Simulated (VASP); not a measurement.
# Pt (Fm-3m) in VASP: single point with r2SCAN

Aim: the single point of Pt with r2SCAN.

All numbers are computed with VASP 6.6.1; they aren't measurements. Logs are shortened: lines on timing, memory, paths and dates and some standing lists are left out, and cuts for length are marked.

**1. The cell of the first run**

Symmetry: Fm-3m, No. 225, cubic system. Conventional cell: a = 3.941 Å, b = 3.941 Å, c = 3.941 Å, α = 90.00°, β = 90.00°, γ = 90.00°. Pt (site symmetry m-3m) has 12 Pt at 2.79 Å within 3.7 Å.

**2. Single point, r2SCAN**

File POSCAR:

```
Pt
1.0
    0.0000000000      1.9704578479      1.9704578479
    1.9704578479      0.0000000000      1.9704578479
    1.9704578479      1.9704578479      0.0000000000
Pt
1
Direct
    0.0000000000      0.0000000000      0.0000000000
```

File INCAR.step1:

```
PREC = Accurate
ENCUT = 520
ISMEAR = -1
SIGMA = 0.05
LREAL = False
LASPH = True
NELM = 80
NBANDS = 11
GGA = PE
ALGO = Normal
EDIFF = 1E-4
LWAVE = True
LCHARG = False
```

File INCAR.step2:

```
PREC = Accurate
ENCUT = 520
EDIFF = 1E-6
ISMEAR = -1
SIGMA = 0.05
LREAL = False
LASPH = True
NELM = 80
ALGO = Normal
ISIF = 2
LWAVE = False
LCHARG = True
METAGGA = R2SCAN
LMIXTAU = True
LELF = True
LVHAR = True
NBANDS = 11
ISTART = 1
```

File KPOINTS:

```
Automatic mesh
0
Gamma
  10 10 10
```

Potentials or basis: VASP PAW PBE potentials, release 64 (Pt).

Command:

```
cat potpaw_PBE.64/Pt/POTCAR > POTCAR
cp INCAR.step1 INCAR
mpirun -np 1 vasp_std > vasp.out
cp INCAR.step2 INCAR
mpirun -np 1 vasp_std > vasp.out
```

OUTCAR:

```text
PREC = Accurate
   ENCUT = 520
   EDIFF = 1E-6
   ISMEAR = -1
   LREAL = False
   LASPH = True
   NELM = 80
   ISIF = 2
   METAGGA = R2SCAN
   ISTART = 1

 ion  position               nearest neighbor table
   1  0.000  0.000  0.000-

  LATTYP: Found a face centered cubic cell.
 ALAT       =     3.9409156958

  Lattice vectors:

 A1 = (   0.0000000000,   1.9704578479,   1.9704578479)
 A2 = (   1.9704578479,   0.0000000000,   1.9704578479)
 A3 = (   1.9704578479,   1.9704578479,   0.0000000000)

Analysis of symmetry for initial positions (statically):
=====================================================================
 Subroutine PRICEL returns:
 Original cell was already a primitive cell.

 Routine SETGRP: Setting up the symmetry group for a
 face centered cubic supercell.

 Subroutine GETGRP returns: Found 48 space group operations
 (whereof 48 operations were pure point group operations)
 out of a pool of 48 trial point group operations.

The static configuration has the point symmetry O_h .

Analysis of symmetry for dynamics (positions and initial velocities):
=====================================================================
 Subroutine PRICEL returns:
 Original cell was already a primitive cell.

 Routine SETGRP: Setting up the symmetry group for a
 face centered cubic supercell.

 Subroutine GETGRP returns: Found 48 space group operations
 (whereof 48 operations were pure point group operations)
 out of a pool of 48 trial point group operations.

The dynamic configuration has the point symmetry O_h .

 Subroutine INISYM returns: Found 48 space group operations
 (whereof 48 operations are pure point group operations),
 and found     1 'primitive' translations

----------------------------------------------------------------------------------------

                                     Primitive cell

  volume of cell :      15.3014

  direct lattice vectors                    reciprocal lattice vectors
     0.000000000  1.970457848  1.970457848    -0.253748133  0.253748133  0.253748133
     1.970457848  0.000000000  1.970457848     0.253748133 -0.253748133  0.253748133
     1.970457848  1.970457848  0.000000000     0.253748133  0.253748133 -0.253748133

  length of vectors
     2.786648213  2.786648213  2.786648213     0.439504659  0.439504659  0.439504659

  position of ions in fractional coordinates (direct lattice)
     0.000000000  0.000000000  0.000000000

  ion indices of the primitive-cell ions
   primitive index   ion index
                 1           1

----------------------------------------------------------------------------------------

 KPOINTS: Automatic mesh

Automatic generation of k-mesh.
 Grid dimensions read from file:
 generate k-points for:   10   10   10

 Generating k-lattice:

  Cartesian coordinates                     Fractional coordinates (reciprocal lattice)
    -0.025374813  0.025374813  0.025374813     0.100000000  0.000000000  0.000000000
     0.025374813 -0.025374813  0.025374813     0.000000000  0.100000000  0.000000000
     0.025374813  0.025374813 -0.025374813     0.000000000  0.000000000  0.100000000

  Length of vectors
     0.043950466  0.043950466  0.043950466

  Shift w.r.t. Gamma in fractional coordinates (k-lattice)
     0.000000000  0.000000000  0.000000000

 Subroutine IBZKPT returns following result:
 ===========================================

 Found     47 irreducible k-points:

 Following reciprocal coordinates:
            Coordinates               Weight
  0.000000  0.000000  0.000000      1.000000
  0.100000  0.000000  0.000000      8.000000
  0.200000  0.000000  0.000000      8.000000
  0.300000  0.000000  0.000000      8.000000
  0.400000  0.000000  0.000000      8.000000
  0.500000  0.000000  0.000000      4.000000
[... 16 lines left out ...]
  0.300000  0.300000  0.000000      6.000000
  0.400000  0.300000  0.000000     24.000000
 [... further k-points ...]
   k-points           NKPTS =     47   k-points in BZ     NKDIM =     47   number of bands    NBANDS=     11
   number of dos      NEDOS =    301   number of ions     NIONS =      1
   total plane-waves  NPLWV =  13824
   dimension x,y,z NGX =    24 NGY =   24 NGZ =   24
   dimension x,y,z NGXF=    48 NGYF=   48 NGZF=   48
   ions per type =               1
   NGX,Y,Z   is equivalent  to a cutoff of  14.32, 14.32, 14.32 a.u.
   NGXF,Y,Z  is equivalent  to a cutoff of  28.64, 28.64, 28.64 a.u.
 SYSTEM =  unknown system
   PREC   = accura    normal or accurate (medium, high low for compatibility)
   ISTART =      1    job   : 0-new  1-cont  2-samecut
   ICHARG =      0    charge: 1-file 2-atom 10-const
   ISPIN  =      1    spin polarized calculation?
   LNONCOLLINEAR =      F non collinear calculations
   LSORBIT =      F    spin-orbit coupling
   LASPH  =      T    aspherical Exc in radial PAW
   ENCUT  =  520.0 eV  38.22 Ry    6.18 a.u.   5.18  5.18  5.18*2*pi/ulx,y,z
   NELM   =     80;   NELMIN=  2; NELMDL=  0     # of ELM steps
   EDIFF  = 0.1E-05   stopping-criterion for ELM
   LREAL  =      F    real-space projection
   EDIFFG = 0.1E-04   stopping-criterion for IOM
   NSW    =      0    number of steps for IOM
   IBRION =     -1    ionic relax: 0-MD 1-quasi-New 2-CG
   NFREE  =      0    steps in history (QN), initial steepest desc. (CG)
   ISIF   =      2    stress and relaxation
   ISYM   =      2    0-nonsym 1-usesym 2-fastsym
   POTIM  = 0.5000    time-step for ionic-motion
   TEBEG  =    0.0;   TEEND  =   0.0 temperature during run
   PSTRESS=    0.0 pullay stress
   NELECT =      10.0000    total number of electrons
   NUPDOWN=      -1.0000    fix difference up-down
   EMIN   =  10.00;   EMAX   =-10.00  energy-range for DOS
   EFERMI =   0.00;   METHOD = LEGACY
   ISMEAR =    -1;   SIGMA  =   0.05  broadening in eV -4-tet -1-fermi 0-gaus
   EFERMI_NEDOS =   21; number of points for ismear=-14 and -15
   IALGO  =     38    algorithm
   IMIX   =      4    mixing-type and parameters
     AMIX     =   0.40;   BMIX     =  1.00
     AMIX_MAG =   1.60;   BMIX_MAG =  1.00
  volume/ion in A,a.u.               =      15.30       103.26
  Fermi-wavevector in a.u.,A,eV,Ry     =   1.420685  2.684705 27.461249  2.018345
  Thomas-Fermi vector in A             =   2.541574
   LORBIT       =      0    0 simple, 1 ext, 2 COOP (PROOUT), +10 PAW based schemes
   METAGGA = R2SCAN    functional components
   LHFCALC =     F    Hartree Fock is set to
   AEXX    =    0.0000 exact exchange contribution
   IVDW    =     0    specifies the selected vdW correction
   LEPSILON=     F    determine dielectric tensor
   LRPA    =     F    only Hartree local field effects (RPA)
 non-spin polarized calculation
  energy-cutoff  :      520.00
  volume of cell :       15.30
 maximum number of plane-waves:       424
 NGX is ok and might be reduce to    24
   NGX = 11   NGY = 11   NGZ = 11

 number of electron      10.0000001 magnetization

 Free energy of the ion-electron system (eV)
  ---------------------------------------------------
  ext. energy  EPLUGINS =         0.00000000
  ---------------------------------------------------
  free energy    TOTEN  =       -51.48986220 eV

  energy without entropy =      -51.47807968  energy(sigma->0) =      -51.48397094

 E-fermi :  10.7497     XC(G=0): -14.5334

 val. band max:       10.6855844472   @ k =   0.4000   0.1000   0.0000
 cond. band min:      10.7630564077   @ k =   0.5000   0.0000   0.0000
 fundamental gap:      0.0774719604
 Fermi energy:        10.7496655649

 k-point     1 :       0.0000    0.0000    0.0000
  band No.  band energies     occupation
      1       0.4098      2.00000
      2       6.9149      2.00000
      3       6.9149      2.00000
      4       6.9149      2.00000
      5       9.0293      2.00000
      6       9.0293      2.00000
      7      26.2597      0.00000
      8      31.3446      0.00000
      9      31.3446      0.00000
     10      31.3446      0.00000
     11      37.1583      0.00000

 k-point     2 :       0.1000    0.0000    0.0000
  band No.  band energies     occupation
      1       0.8174      2.00000
      2       6.7472      2.00000
      3       7.0675      2.00000
      4       7.0675      2.00000
      5       8.9544      2.00000
      6       8.9544      2.00000
      7      26.8576      0.00000
      8      29.5528      0.00000
      9      31.9540      0.00000
     10      31.9540      0.00000
     11      38.5706      0.00000

 k-point     3 :       0.2000    0.0000    0.0000
  band No.  band energies     occupation
      1       1.8916      2.00000
      2       6.5030      2.00000
      3       7.2944      2.00000
      4       7.2944      2.00000
      5       8.9994      2.00000
      6       8.9994      2.00000
      7      26.4550      0.00000
      8      27.9730      0.00000
      9      33.5541      0.00000
     10      33.5541      0.00000
     11      35.8380      0.00000

 k-point     4 :       0.3000    0.0000    0.0000
  band No.  band energies     occupation
      1       2.9756      2.00000
      2       7.0060      2.00000
      3       7.1764      2.00000
      4       7.1764      2.00000
      5       9.6054      2.00000
      6       9.6054      2.00000
      7      22.8448      0.00000
      8      27.4974      0.00000
      9      33.8114      0.00000
     10      33.8114      0.00000
     11      36.0736      0.00000

 k-point     5 :       0.4000    0.0000    0.0000
  band No.  band energies     occupation
      1       3.3105      2.00000
      2       6.9269      2.00000
      3       6.9269      2.00000
      4       8.9213      2.00000
      5      10.4016      1.99811
      6      10.4016      1.99811
      7      18.9832      0.00000
      8      26.3373      0.00000
      9      31.5280      0.00000
     10      31.5280      0.00000
     11      38.9868      0.00000
[... 211 lines left out ...]
 k-point    21 :      -0.3000    0.2000    0.0000
  band No.  band energies     occupation
      1       4.5492      2.00000
      2       6.3243      2.00000
      3       6.7052      2.00000
      4       7.8432      2.00000
      5       9.3089      2.00000
      6      12.6359      0.00000
      7      20.8955      0.00000
      8      25.2994      0.00000
      9      28.9998      0.00000
     10      32.6211      0.00000
     11      35.1928      0.00000

 k-point    22 :      -0.2000    0.2000    0.0000
  band No.  band energies     occupation
      1       3.8744      2.00000
      2       5.9562      2.00000
      3       6.9502      2.00000
      4       8.0665      2.00000
      5       8.3387      2.00000
      6      11.1514      0.00065
      7      24.0827      0.00000
      8      26.6285      0.00000
      9      30.0913      0.00000
     10      32.5286      0.00000
     11      35.6769      0.00000

 k-point    23 :       0.3000    0.3000    0.0000
  band No.  band energies     occupation
      1       3.7892      2.00000
      2       4.8820      2.00000
      3       8.0248      2.00000
      4       9.2594      2.00000
      5       9.2594      2.00000
      6      10.0642      2.00000
      7      26.9129      0.00000
      8      26.9129      0.00000
      9      28.1469      0.00000
     10      30.7040      0.00000
     11      31.8925      0.00000

 k-point    24 :       0.4000    0.3000    0.0000
  band No.  band energies     occupation
      1       4.0923      2.00000
      2       4.6931      2.00000
      3       8.1275      2.00000
      4       9.4054      2.00000
      5      10.6471      1.77216
      6      11.0214      0.00868
      7      23.2632      0.00000
      8      25.6928      0.00000
      9      26.1340      0.00000
     10      31.5611      0.00000
     11      33.6981      0.00000

 [... further k-points ...]

------------------------ aborting loop because EDIFF is reached ----------------------------------------

  FORCE on cell =-STRESS in cart. coord.  units (eV):
  Direction    XX          YY          ZZ          XY          YZ          ZX
  --------------------------------------------------------------------------------------
  -------------------------------------------------------------------------------------
  Total        0.0668689      0.0668689      0.0668689     -0.0000000     -0.0000000      0.0000000
  in kB        7.0016938      7.0016938      7.0016938     -0.0000000     -0.0000000      0.0000000
  external PRESSURE =       7.0016938 kB  Pullay stress =       0.0000000 kB

 VOLUME and BASIS-vectors are now :
 -----------------------------------------------------------------------------
  energy-cutoff  :      520.00
  volume of cell :       15.30
      direct lattice vectors                 reciprocal lattice vectors
     0.000000000  1.970457848  1.970457848    -0.253748133  0.253748133  0.253748133
     1.970457848  0.000000000  1.970457848     0.253748133 -0.253748133  0.253748133
     1.970457848  1.970457848  0.000000000     0.253748133  0.253748133 -0.253748133

 POSITION                                       TOTAL-FORCE (eV/Angst)
 -----------------------------------------------------------------------------------
      0.00000      0.00000      0.00000         0.000000      0.000000      0.000000
 -----------------------------------------------------------------------------------
    total drift:                               -0.000000      0.000000     -0.000000

  FREE ENERGIE OF THE ION-ELECTRON SYSTEM (eV)
  ---------------------------------------------------
  free  energy   TOTEN  =       -51.4898622016 eV

  energy  without entropy=      -51.4780796831  energy(sigma->0) =      -51.48397094
```

Run time: 21 s. Hardware: 1 thread of Intel Xeon Platinum 8488C (Sapphire Rapids), shared host; peak memory 0.15 GiB.

What came out:

| Property | Result |
| --- | --- |
| Free energy | -51.4899 eV |
| Pressure | 0.7 GPa |
| Band gap on the k mesh | zero (bands 5 and 6 overlap by 2.30 eV) |

Caveat: the PAW data sets were made with another functional, which shifts forces and pressure a little; spin-orbit coupling is left out, which moves the levels of the heavy elements.

The gap in the log of VASP goes by the Fermi energy; the results here count the filled bands.